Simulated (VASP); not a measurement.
# Pb (Fm-3m) in VASP: a series of runs, part 2 of 2

VASP 6.6.1. The steps go on from the part before.

## 3. Single point, r2SCAN

Contents of POSCAR:

```
Pb
1.0
    0.0000000000      2.4946408835      2.4946408835
    2.4946408835      0.0000000000      2.4946408835
    2.4946408835      2.4946408835      0.0000000000
Pb
1
Direct
    0.0000000000      0.0000000000      0.0000000000
```

Contents of INCAR.step1:

```
SYSTEM = Pb
PREC = Accurate
ENCUT = 520
ISMEAR = -1
SIGMA = 0.1
LREAL = .FALSE.
LASPH = .TRUE.
NELM = 100
NBANDS = 13
GGA = PE
ALGO = Normal
EDIFF = 1E-4
LWAVE = .TRUE.
LCHARG = .FALSE.
```

Contents of INCAR.step2:

```
SYSTEM = Pb
PREC = Accurate
ENCUT = 520
EDIFF = 1E-6
ISMEAR = -1
SIGMA = 0.1
LREAL = .FALSE.
LASPH = .TRUE.
NELM = 100
ALGO = Normal
ISIF = 2
LWAVE = .FALSE.
LCHARG = .FALSE.
METAGGA = R2SCAN
LMIXTAU = .TRUE.
NBANDS = 13
ISTART = 1
```

Contents of KPOINTS:

```
regular mesh
0
G
  16 16 16
  0 0 0
```

Potentials or basis: VASP PAW PBE potentials, release 64 (Pb_d).

Command:

```
cat potpaw_PBE.64/Pb_d/POTCAR > POTCAR
cp INCAR.step1 INCAR
mpirun -np 1 vasp_std > vasp.out
cp INCAR.step2 INCAR
mpirun -np 1 vasp_std > vasp.out
```

OUTCAR:

```text
SYSTEM = Pb
   PREC = Accurate
   ENCUT = 520
   EDIFF = 1E-6
   ISMEAR = -1
   LREAL = .FALSE.
   LASPH = .TRUE.
   NELM = 100
   ISIF = 2
   METAGGA = R2SCAN
   ISTART = 1

 ion  position               nearest neighbor table
   1  0.000  0.000  0.000-

  LATTYP: Found a face centered cubic cell.
 ALAT       =     4.9892817670

  Lattice vectors:

 A1 = (   0.0000000000,   2.4946408835,   2.4946408835)
 A2 = (   2.4946408835,   0.0000000000,   2.4946408835)
 A3 = (   2.4946408835,   2.4946408835,   0.0000000000)

Analysis of symmetry for initial positions (statically):
=====================================================================
 Subroutine PRICEL returns:
 Original cell was already a primitive cell.

 Routine SETGRP: Setting up the symmetry group for a
 face centered cubic supercell.

 Subroutine GETGRP returns: Found 48 space group operations
 (whereof 48 operations were pure point group operations)
 out of a pool of 48 trial point group operations.

The static configuration has the point symmetry O_h .

Analysis of symmetry for dynamics (positions and initial velocities):
=====================================================================
 Subroutine PRICEL returns:
 Original cell was already a primitive cell.

 Routine SETGRP: Setting up the symmetry group for a
 face centered cubic supercell.

 Subroutine GETGRP returns: Found 48 space group operations
 (whereof 48 operations were pure point group operations)
 out of a pool of 48 trial point group operations.

The dynamic configuration has the point symmetry O_h .

 Subroutine INISYM returns: Found 48 space group operations
 (whereof 48 operations are pure point group operations),
 and found     1 'primitive' translations

----------------------------------------------------------------------------------------

                                     Primitive cell

  volume of cell :      31.0495

[... 107 lines left out ...]
  volume/ion in A,a.u.               =      31.05       209.53
  Fermi-wavevector in a.u.,A,eV,Ry     =   1.255354  2.372275 21.441600  1.575913
  Thomas-Fermi vector in A             =   2.389115
   LORBIT       =      0    0 simple, 1 ext, 2 COOP (PROOUT), +10 PAW based schemes
   METAGGA = R2SCAN    functional components
   LHFCALC =     F    Hartree Fock is set to
   AEXX    =    0.0000 exact exchange contribution
   IVDW    =     0    specifies the selected vdW correction
   LEPSILON=     F    determine dielectric tensor
   LRPA    =     F    only Hartree local field effects (RPA)
 non-spin polarized calculation
  energy-cutoff  :      520.00
  volume of cell :       31.05
 maximum number of plane-waves:       872
 NGX is ok and might be reduce to    28
   NGX = 13   NGY = 13   NGZ = 13

 number of electron      14.0000000 magnetization

 Free energy of the ion-electron system (eV)
  ---------------------------------------------------
  ext. energy  EPLUGINS =         0.00000000
  ---------------------------------------------------
  free energy    TOTEN  =       -56.28904428 eV

  energy without entropy =      -56.27368921  energy(sigma->0) =      -56.28136675

 E-fermi :   7.0121     XC(G=0): -10.7978

 val. band max:        7.0104012407   @ k =  -0.4375   0.3750   0.1875
 cond. band min:       7.0627030025   @ k =  -0.3125   0.3125   0.1250
 fundamental gap:      0.0523017618
 Fermi energy:         7.0120855476

 k-point     1 :       0.0000    0.0000    0.0000
  band No.  band energies     occupation
      1     -10.7473      2.00000
      2     -10.7473      2.00000
      3     -10.7473      2.00000
      4     -10.6098      2.00000
      5     -10.6098      2.00000
      6      -5.1724      2.00000
      7      14.4990      0.00000
      8      14.4990      0.00000
      9      14.4990      0.00000
     10      17.3623      0.00000
     11      18.9426      0.00000
     12      19.8875      0.00000
     13      19.8875      0.00000
[... 354 lines left out ...]
  band No.  band energies     occupation
      1     -10.7500      2.00000
      2     -10.7346      2.00000
      3     -10.7284      2.00000
      4     -10.6164      2.00000
      5     -10.6045      2.00000
      6      -4.9668      2.00000
      7      12.7082      0.00000
      8      13.5471      0.00000
      9      14.5664      0.00000
     10      17.0664      0.00000
     11      19.4860      0.00000
     12      19.9835      0.00000
     13      20.9182      0.00000

 [... further k-points ...]
[... 5 lines left out ...]
  --------------------------------------------------------------------------------------
  -------------------------------------------------------------------------------------
  Total        0.0160517      0.0160517      0.0160517     -0.0000000     -0.0000000     -0.0000000
  in kB        0.8282830      0.8282830      0.8282830     -0.0000000     -0.0000000     -0.0000000
  external PRESSURE =       0.8282830 kB  Pullay stress =       0.0000000 kB

 VOLUME and BASIS-vectors are now :
 -----------------------------------------------------------------------------
  energy-cutoff  :      520.00
  volume of cell :       31.05
      direct lattice vectors                 reciprocal lattice vectors
     0.000000000  2.494640883  2.494640883    -0.200429650  0.200429650  0.200429650
     2.494640883  0.000000000  2.494640883     0.200429650 -0.200429650  0.200429650
     2.494640883  2.494640883  0.000000000     0.200429650  0.200429650 -0.200429650

 POSITION                                       TOTAL-FORCE (eV/Angst)
 -----------------------------------------------------------------------------------
      0.00000      0.00000      0.00000        -0.000000     -0.000000     -0.000000
 -----------------------------------------------------------------------------------
    total drift:                               -0.000000     -0.000000     -0.000000

  FREE ENERGIE OF THE ION-ELECTRON SYSTEM (eV)
  ---------------------------------------------------
  free  energy   TOTEN  =       -56.2890442826 eV

  energy  without entropy=      -56.2736892112  energy(sigma->0) =      -56.28136675
```

OUTCAR.step1:

```text
SYSTEM = Pb
   PREC = Accurate
   ENCUT = 520
   ISMEAR = -1
   LREAL = .FALSE.
   LASPH = .TRUE.
[... 601 lines left out ...]
 -----------------------------------------------------------------------------------
      0.00000      0.00000      0.00000         0.000000     -0.000000      0.000000
 -----------------------------------------------------------------------------------
    total drift:                               -0.000000     -0.000000     -0.000000

  FREE ENERGIE OF THE ION-ELECTRON SYSTEM (eV)
  ---------------------------------------------------
  free  energy   TOTEN  =        -3.5696164563 eV

  energy  without entropy=       -3.5535613878  energy(sigma->0) =       -3.56158892
```

It took 4.4 min on 1 thread of Intel Xeon Platinum 8259CL at 2.50GHz (Skylake/Cascade Lake), shared host; peak memory 0.2 GiB.

Results:

- Free energy: -56.2890 eV
- Pressure: 0.1 GPa
- Band gap on the k mesh: zero (band 7 reaches 14.50 eV, above the bottom of band 8 at 5.26 eV)

Caveat: the PAW data sets were made with another functional, which shifts forces and pressure a little; spin-orbit coupling is left out, which moves the levels of the heavy elements.

## 4. Single point, r2SCAN

POSCAR is that of step 3.

Contents of INCAR.step1:

```
PREC = Accurate
ENCUT = 520
ISMEAR = -1
SIGMA = 0.1
LREAL = False
LASPH = True
NELM = 80
NBANDS = 13
GGA = PE
ALGO = Normal
EDIFF = 1E-4
LWAVE = True
LCHARG = False
```

Contents of INCAR.step2:

```
PREC = Accurate
ENCUT = 520
EDIFF = 1E-7
ISMEAR = -1
SIGMA = 0.1
LREAL = False
LASPH = True
NELM = 80
ALGO = Normal
ISIF = 2
LWAVE = False
LCHARG = True
METAGGA = R2SCAN
LMIXTAU = True
LELF = True
LVHAR = True
NBANDS = 13
ISTART = 1
```

Contents of KPOINTS:

```
Automatic mesh
0
Gamma
  18 18 18
```

Command:

```
cat potpaw_PBE.64/Pb_d/POTCAR > POTCAR
cp INCAR.step1 INCAR
mpirun -np 1 vasp_std > vasp.out
cp INCAR.step2 INCAR
mpirun -np 1 vasp_std > vasp.out
```

It took 7.6 min on 1 thread of Intel Xeon Platinum 8259CL at 2.50GHz (Skylake/Cascade Lake), shared host; peak memory 0.22 GiB.

It converged, with:

```
Free energy            : -56.2870 eV
Pressure               : 0.2 GPa
Band gap on the k mesh : zero (band 7 reaches 14.50 eV, above the bottom of band 8 at 5.37 eV)
```

Levels at points of the mesh, in eV from the Fermi level:
```csv
k point,band 5,band 6,band 7,band 8,band 9,band 10
"(0.00, 0.00, 0.00)",-17.62,-12.18,7.49,7.49,7.49,10.35
"(0.50, 0.00, 0.00)",-17.48,-8.51,-4.31,5.61,5.61,9.79
"(0.50, 0.50, 0.00)",-17.45,-7.06,-3.42,2.05,2.05,5.80
```

Caveat: the PAW data sets were made with another functional, which shifts forces and pressure a little; spin-orbit coupling is left out, which moves the levels of the heavy elements.

## 5. Single point, r2SCAN

Contents of POSCAR:

```
Pb
1.0
    0.0000000000      2.4946408993      2.4946408993
    2.4946408993      0.0000000000      2.4946408993
    2.4946408993      2.4946408993      0.0000000000
Pb
1
Direct
    0.0000000000      0.0000000000      0.0000000000
```

Contents of INCAR.step1:

```
ALGO = Normal
EDIFF = 1E-5
ENCUT = 550
GGA = PE
GGA_COMPAT = F
ISMEAR = -1
LASPH = T
LCHARG = F
LREAL = F
LWAVE = T
NBANDS = 13
NELM = 120
PREC = Accurate
SIGMA = 0.1
```

Contents of INCAR.step2:

```
ALGO = Normal
EDIFF = 1E-6
ENCUT = 550
GGA_COMPAT = F
ISIF = 2
ISMEAR = -1
ISTART = 1
LASPH = T
LCHARG = T
LELF = T
LMIXTAU = T
LREAL = F
LVHAR = T
LWAVE = F
METAGGA = R2SCAN
NBANDS = 13
NELM = 120
PREC = Accurate
SIGMA = 0.1
```

Contents of KPOINTS:

```
k-points
0
Gamma
  6 6 6
```

Command:

```
cat potpaw_PBE.64/Pb_d/POTCAR > POTCAR
cp INCAR.step1 INCAR
mpirun -np 1 vasp_std > vasp.out
cp INCAR.step2 INCAR
mpirun -np 1 vasp_std > vasp.out
```

Run time: 30 s. Hardware: 1 thread of Intel Xeon Platinum 8259CL at 2.50GHz (Skylake/Cascade Lake), shared host; peak memory 0.16 GiB.

The run converged. Its results:

```
Free energy            : -56.2013 eV
Pressure               : 1.2 GPa
Band gap on the k mesh : zero (band 7 reaches 14.51 eV, above the bottom of band 8 at 5.37 eV)
```

Levels at points of the mesh, in eV from the Fermi level:
```tsv
k point	band 4	band 5	band 6	band 7	band 8	band 9	band 10	band 11
(0.00, 0.00, 0.00)	-17.70	-17.70	-12.27	7.39	7.39	7.39	10.23	11.84
(0.50, 0.00, 0.00)	-17.56	-17.56	-8.60	-4.40	5.52	5.52	9.68	9.79
(0.50, 0.50, 0.00)	-17.53	-17.53	-7.15	-3.52	1.96	1.96	5.72	6.78
```

Caveat: the k points lie up to 0.36 Å⁻¹ apart; the PAW data sets were made with another functional, which shifts forces and pressure a little; spin-orbit coupling is left out, which moves the levels of the heavy elements.

## 6. Overview

```csv
k mesh,cutoff (eV),gap on the mesh (eV),pressure (GPa)
12 × 12 × 12,520,none,0.3
16 × 16 × 16,520,none,0.1
18 × 18 × 18,520,none,0.2
6 × 6 × 6,550,none,1.2
```

Alike in all rows: task single point; level r2SCAN; potentials or basis VASP PAW PBE potentials, release 64 (Pb_d); no spin polarisation; cell as given; smearing fermi-dirac 0.1 eV.

Caveats: some runs use coarse meshes; the PAW data sets were made with another functional, which shifts forces and pressure a little; spin-orbit coupling is left out, which moves the levels of the heavy elements.

Absolute energies hang on the potentials; compare differences alone.
